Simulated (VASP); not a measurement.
# CsBi3 (I4/mmm) in VASP: single point with PBE

Aim: the single point of CsBi3 with PBE.

All numbers are computed with VASP 6.6.1; they aren't measurements. Logs are shortened: lines on timing, memory, paths and dates and some standing lists are left out, and cuts for length are marked.

### Step 1. The cell of the first run

The structure is tetragonal, space group I4/mmm (No. 139). The conventional cell has a = 5.400 Å, b = 5.400 Å, c = 10.005 Å, α = 90.00°, β = 90.00°, γ = 90.00°. Cs (site symmetry 4/mmm) has 12 Bi at 3.68 to 3.82 Å within 4.8 Å. Bi (site symmetry 4/mmm) has 8 Bi at 3.68 Å and 4 Cs at 3.82 Å within 4.8 Å. Bi (site symmetry -4m2) has 4 Cs at 3.68 Å and 8 Bi at 3.68 to 3.82 Å within 4.8 Å.

### Step 2. Single point, PBE

File INCAR:

```
ALGO = Fast
EDIFF = 1E-6
ENCUT = 520
GGA = PE
ISIF = 2
ISMEAR = 0
LASPH = T
LCHARG = T
LELF = T
LREAL = F
LVHAR = T
LWAVE = F
NBANDS = 35
NELM = 60
PREC = Accurate
SIGMA = 0.1
```

File KPOINTS:

```
k-points
0
Gamma
  14 14 14
```

File POSCAR:

```
CsBi3
1.0
   -2.7002484718      2.7002484718      5.0024272859
    2.7002484718     -2.7002484718      5.0024272859
    2.7002484718      2.7002484718     -5.0024272859
Cs Bi
1 3
Direct
    0.0000000000      0.0000000000      0.0000000000
    0.5000000000      0.5000000000      0.0000000000
    0.2500000000      0.7500000000      0.5000000000
    0.7500000000      0.2500000000      0.5000000000
```

Potentials or basis: VASP PAW PBE potentials, release 64 (Cs_sv, Bi_d).

Command:

```console
> cat potpaw_PBE.64/Cs_sv/POTCAR potpaw_PBE.64/Bi_d/POTCAR > POTCAR
> mpirun -np 1 vasp_std > vasp.out
```

OUTCAR:

```text
EDIFF = 1E-6
   ENCUT = 520
   GGA = PE
   ISIF = 2
   ISMEAR = 0
   LASPH = T
   LREAL = F
   NELM = 60
   PREC = Accurate

 ion  position               nearest neighbor table
   1  0.000  0.000  0.000-
   2  0.500  0.500  0.000-   3 3.68   4 3.68   3 3.68   4 3.68   3 3.68   4 3.68   3 3.68   4 3.68

   3  0.250  0.750  0.500-   2 3.68   2 3.68   2 3.68   2 3.68   4 3.82   4 3.82   4 3.82   4 3.82

   4  0.750  0.250  0.500-   2 3.68   2 3.68   2 3.68   2 3.68   3 3.82   3 3.82   3 3.82   3 3.82

  LATTYP: Found a body centered tetragonal cell.
 ALAT       =     5.4004969436
 C/A-ratio  =     1.8525803600

  Lattice vectors:

 A1 = (  -2.7002484718,   2.7002484718,   5.0024272859)
 A2 = (   2.7002484718,  -2.7002484718,   5.0024272859)
 A3 = (   2.7002484718,   2.7002484718,  -5.0024272859)

Analysis of symmetry for initial positions (statically):
=====================================================================
 Subroutine PRICEL returns:
 Original cell was already a primitive cell.

 Routine SETGRP: Setting up the symmetry group for a
 body centered tetragonal supercell.

 Subroutine GETGRP returns: Found 16 space group operations
 (whereof 16 operations were pure point group operations)
 out of a pool of 16 trial point group operations.

The static configuration has the point symmetry D_4h.

Analysis of symmetry for dynamics (positions and initial velocities):
=====================================================================
 Subroutine PRICEL returns:
 Original cell was already a primitive cell.

 Routine SETGRP: Setting up the symmetry group for a
 body centered tetragonal supercell.

 Subroutine GETGRP returns: Found 16 space group operations
 (whereof 16 operations were pure point group operations)
 out of a pool of 16 trial point group operations.

The dynamic configuration has the point symmetry D_4h.

 Subroutine INISYM returns: Found 16 space group operations
 (whereof 16 operations are pure point group operations),
 and found     1 'primitive' translations

----------------------------------------------------------------------------------------

                                     Primitive cell

  volume of cell :     145.8976

  direct lattice vectors                    reciprocal lattice vectors
    -2.700248472  2.700248472  5.002427286     0.000000000  0.185168145  0.099951478
     2.700248472 -2.700248472  5.002427286     0.185168145  0.000000000  0.099951478
     2.700248472  2.700248472 -5.002427286     0.185168145  0.185168145  0.000000000

  length of vectors
     6.293406261  6.293406261  6.293406261     0.210422289  0.210422289  0.261867302

  position of ions in fractional coordinates (direct lattice)
     0.000000000  0.000000000  0.000000000
     0.500000000  0.500000000  0.000000000
     0.250000000  0.750000000  0.500000000
     0.750000000  0.250000000  0.500000000

  ion indices of the primitive-cell ions
   primitive index   ion index
                 1           1
                 2           2
                 3           3
                 4           4

----------------------------------------------------------------------------------------

 KPOINTS: k-points

Automatic generation of k-mesh.
 Grid dimensions read from file:
 generate k-points for:   14   14   14

 Generating k-lattice:

  Cartesian coordinates                     Fractional coordinates (reciprocal lattice)
     0.000000000  0.013226296  0.007139391     0.071428571  0.000000000 -0.000000000
     0.013226296  0.000000000  0.007139391     0.000000000  0.071428571 -0.000000000
     0.013226296  0.013226296  0.000000000     0.000000000  0.000000000  0.071428571

  Length of vectors
     0.015030164  0.015030164  0.018704807

  Shift w.r.t. Gamma in fractional coordinates (k-lattice)
     0.000000000  0.000000000  0.000000000

 Subroutine IBZKPT returns following result:
 ===========================================

 Found    244 irreducible k-points:

 Following reciprocal coordinates:
            Coordinates               Weight
  0.000000  0.000000  0.000000      1.000000
  0.071429  0.000000  0.000000      8.000000
  0.142857 -0.000000  0.000000      8.000000
  0.214286 -0.000000  0.000000      8.000000
  0.285714 -0.000000  0.000000      8.000000
  0.357143  0.000000 -0.000000      8.000000
[... 16 lines left out ...]
  0.214286  0.142857  0.000000     16.000000
  0.285714  0.142857  0.000000     16.000000
 [... further k-points ...]
   k-points           NKPTS =    244   k-points in BZ     NKDIM =    244   number of bands    NBANDS=     35
   number of dos      NEDOS =    301   number of ions     NIONS =      4
   total plane-waves  NPLWV = 110592
   dimension x,y,z NGX =    48 NGY =   48 NGZ =   48
   dimension x,y,z NGXF=    96 NGYF=   96 NGZF=   96
   ions per type =               1   3
   NGX,Y,Z   is equivalent  to a cutoff of  12.68, 12.68, 12.68 a.u.
   NGXF,Y,Z  is equivalent  to a cutoff of  25.36, 25.36, 25.36 a.u.
 SYSTEM =  unknown system
   PREC   = accura    normal or accurate (medium, high low for compatibility)
   ISTART =      0    job   : 0-new  1-cont  2-samecut
   ICHARG =      2    charge: 1-file 2-atom 10-const
   ISPIN  =      1    spin polarized calculation?
   LNONCOLLINEAR =      F non collinear calculations
   LSORBIT =      F    spin-orbit coupling
   LASPH  =      T    aspherical Exc in radial PAW
   ENCUT  =  520.0 eV  38.22 Ry    6.18 a.u.  11.70 11.70 11.70*2*pi/ulx,y,z
   NELM   =     60;   NELMIN=  2; NELMDL= -5     # of ELM steps
   EDIFF  = 0.1E-05   stopping-criterion for ELM
   LREAL  =      F    real-space projection
   EDIFFG = 0.1E-04   stopping-criterion for IOM
   NSW    =      0    number of steps for IOM
   IBRION =     -1    ionic relax: 0-MD 1-quasi-New 2-CG
   NFREE  =      0    steps in history (QN), initial steepest desc. (CG)
   ISIF   =      2    stress and relaxation
   ISYM   =      2    0-nonsym 1-usesym 2-fastsym
   POTIM  = 0.5000    time-step for ionic-motion
   TEBEG  =    0.0;   TEEND  =   0.0 temperature during run
   PSTRESS=    0.0 pullay stress
   NELECT =      54.0000    total number of electrons
   NUPDOWN=      -1.0000    fix difference up-down
   EMIN   =  10.00;   EMAX   =-10.00  energy-range for DOS
   EFERMI =   0.00;   METHOD = LEGACY
   ISMEAR =     0;   SIGMA  =   0.10  broadening in eV -4-tet -1-fermi 0-gaus
   EFERMI_NEDOS =   21; number of points for ismear=-14 and -15
   IALGO  =     68    algorithm
   IMIX   =      4    mixing-type and parameters
     AMIX     =   0.40;   BMIX     =  1.00
     AMIX_MAG =   1.60;   BMIX_MAG =  1.00
  volume/ion in A,a.u.               =      36.47       246.14
  Fermi-wavevector in a.u.,A,eV,Ry     =   1.175412  2.221206 18.797709  1.381593
  Thomas-Fermi vector in A             =   2.311793
   LORBIT       =      0    0 simple, 1 ext, 2 COOP (PROOUT), +10 PAW based schemes
   GGA     = PE    functional components
   LHFCALC =     F    Hartree Fock is set to
   AEXX    =    0.0000 exact exchange contribution
   IVDW    =     0    specifies the selected vdW correction
   LEPSILON=     F    determine dielectric tensor
   LRPA    =     F    only Hartree local field effects (RPA)
 non-spin polarized calculation
 RMM-DIIS sequential band-by-band and
 Gauss-broadening in eV      SIGMA  =   0.10
  energy-cutoff  :      520.00
  volume of cell :      145.90
 maximum number of plane-waves:      3950
   NGX = 23   NGY = 23   NGZ = 23

 number of electron      53.9999996 magnetization

 Free energy of the ion-electron system (eV)
  ---------------------------------------------------
  ext. energy  EPLUGINS =         0.00000000
  ---------------------------------------------------
  free energy    TOTEN  =       -12.19236070 eV

  energy without entropy =      -12.17941211  energy(sigma->0) =      -12.18588641

 E-fermi :   5.3300     XC(G=0):  -9.4691

 val. band max:        5.3298262322   @ k =   0.5000   0.3571   0.0714
 cond. band min:       5.3389669117   @ k =   0.5000   0.2143   0.0000
 fundamental gap:      0.0091406795
 Fermi energy:         5.3300343173

 k-point     1 :       0.0000    0.0000    0.0000
  band No.  band energies     occupation
      1     -17.5743      2.00000
      2     -17.5551      2.00000
      3     -17.5551      2.00000
      4     -17.5302      2.00000
      5     -17.5151      2.00000
      6     -17.3024      2.00000
[... 27 lines left out ...]
     34      10.6948      0.00000
     35      12.5045      0.00000

 k-point     2 :       0.0714    0.0000    0.0000
  band No.  band energies     occupation
      1     -17.5742      2.00000
      2     -17.5552      2.00000
      3     -17.5551      2.00000
      4     -17.5302      2.00000
      5     -17.5151      2.00000
      6     -17.3013      2.00000
[... 27 lines left out ...]
     34      10.9360      0.00000
     35      12.4347      0.00000

 k-point     3 :       0.1429   -0.0000    0.0000
  band No.  band energies     occupation
      1     -17.5740      2.00000
      2     -17.5555      2.00000
      3     -17.5549      2.00000
      4     -17.5302      2.00000
      5     -17.5153      2.00000
      6     -17.2982      2.00000
[... 27 lines left out ...]
     34      11.3928      0.00000
     35      11.7849      0.00000
[... 723 lines left out ...]
 k-point    23 :       0.2143    0.1429    0.0000
  band No.  band energies     occupation
      1     -17.5736      2.00000
      2     -17.5560      2.00000
      3     -17.5552      2.00000
      4     -17.5303      2.00000
      5     -17.5157      2.00000
      6     -17.2907      2.00000
[... 27 lines left out ...]
     34      10.6984      0.00000
     35      11.0292      0.00000

 k-point    24 :       0.2857    0.1429    0.0000
  band No.  band energies     occupation
      1     -17.5733      2.00000
      2     -17.5564      2.00000
      3     -17.5549      2.00000
      4     -17.5304      2.00000
      5     -17.5158      2.00000
      6     -17.2850      2.00000
[... 27 lines left out ...]
     34      10.5836      0.00000
     35      11.3972      0.00000

 [... further k-points ...]

------------------------ aborting loop because EDIFF is reached ----------------------------------------

  FORCE on cell =-STRESS in cart. coord.  units (eV):
  Direction    XX          YY          ZZ          XY          YZ          ZX
  --------------------------------------------------------------------------------------
  -------------------------------------------------------------------------------------
  Total        0.0397761      0.0397761      0.0181373      0.0000000     -0.0000000      0.0000000
  in kB        0.4368020      0.4368020      0.1991755      0.0000000     -0.0000000      0.0000000
  external PRESSURE =       0.3575932 kB  Pullay stress =       0.0000000 kB

 VOLUME and BASIS-vectors are now :
 -----------------------------------------------------------------------------
  energy-cutoff  :      520.00
  volume of cell :      145.90
      direct lattice vectors                 reciprocal lattice vectors
    -2.700248472  2.700248472  5.002427286     0.000000000  0.185168145  0.099951478
     2.700248472 -2.700248472  5.002427286     0.185168145  0.000000000  0.099951478
     2.700248472  2.700248472 -5.002427286     0.185168145  0.185168145  0.000000000

 POSITION                                       TOTAL-FORCE (eV/Angst)
 -----------------------------------------------------------------------------------
      0.00000      0.00000      0.00000        -0.000000      0.000000     -0.000000
      0.00000      0.00000      5.00243        -0.000000      0.000000     -0.000000
      2.70025      0.00000      2.50121         0.000000      0.000000      0.000000
      0.00000      2.70025      2.50121         0.000000     -0.000000     -0.000000
 -----------------------------------------------------------------------------------
    total drift:                                0.000000     -0.000000      0.000000

  FREE ENERGIE OF THE ION-ELECTRON SYSTEM (eV)
  ---------------------------------------------------
  free  energy   TOTEN  =       -12.1923607043 eV

  energy  without entropy=      -12.1794121068  energy(sigma->0) =      -12.18588641
```

Run time: 15 min. Hardware: 1 thread of Intel Xeon 6975P-C (Granite Rapids), shared host; peak memory 1.1 GiB.

What came out:

* Free energy: -12.1924 eV
* Pressure: 0.0 GPa
* Band gap on the k mesh: zero (bands 27 and 28 overlap by 1.95 eV)

Caveat: spin-orbit coupling is left out, which moves the levels of the heavy elements.
